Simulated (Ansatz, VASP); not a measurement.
## MgS: VASP beside Ansatz

File INCAR:

```
PREC     = Accurate       # precision mode
ENCUT    = 600            # plane-wave cutoff, eV
EDIFF    = 1E-6           # SCF threshold, eV
ISMEAR   = 0              # smearing method
SIGMA    = 0.01           # smearing width, eV
LREAL    = F              # projectors in reciprocal space
LASPH    = T              # aspherical terms in the spheres
NELM     = 120            # most SCF steps
ALGO     = Normal         # electronic algorithm
ISIF     = 2              # what is computed and relaxed
LWAVE    = F              # write WAVECAR
LCHARG   = F              # write CHGCAR
GGA      = PS             # functional
NBANDS   = 11             # bands
GGA_COMPAT= F
```

File KPOINTS:

```
Automatic mesh
0
Gamma
  3 3 3
```

POSCAR

```
MgS
1.0
    0.0000000000      2.8308768389      2.8308768389
    2.8308768389      0.0000000000      2.8308768389
    2.8308768389      2.8308768389      0.0000000000
Mg S
1 1
Direct
    0.0000000000      0.0000000000      0.0000000000
    0.2500000000      0.2500000000      0.2500000000
```

Input for Ansatz:

```yaml
crystal:
  lattice:
    - [0.0, 2.8308768389, 2.8308768389]
    - [2.8308768389, 0.0, 2.8308768389]
    - [2.8308768389, 2.8308768389, 0.0]
  atoms:
    - { symbol: Mg, position: [0.0, 0.0, 0.0] }
    - { symbol: S, position: [0.25, 0.25, 0.25] }
kpoints:
  mp_grid: { grid: [3, 3, 3] }
hamiltonian:
  xc: pbesol
scf:
  occupations: { method: fixed }
  n_extra_bands: 4
output:
  forces: true
  stress: true
  eigenvalues: true
```

Alike in both runs: task single point; functional PBEsol; k mesh 3 × 3 × 3; no spin polarisation.

|  | VASP | Ansatz |
| --- | --- | --- |
| version | VASP 6.6.1 | Ansatz 0.2.0 |
| potentials or method | VASP PAW PBE potentials, release 64 (Mg, S) | plane waves |
| plane-wave cutoff (eV) | 600 | 420 |
| occupations | gaussian, width 0.01 eV | fixed |
| valence electrons in the cell | 8 | 16 |

VASP gave:

* gap on the k mesh at the Fermi level (eV): 3.27
* pressure (GPa): 0.1

**Question.** Estimate Ansatz's values.

**Answer.** gap on the k mesh at the Fermi level (eV): 3.27; pressure (GPa): 0.2.

VASP's potentials were made for PBE, not for PBEsol. VASP's potentials hold 8 valence electrons a cell and Ansatz's 16, so a difference there can come from the potentials and not from the codes.

The k mesh is coarse, so the values compare programs but aren't converged.
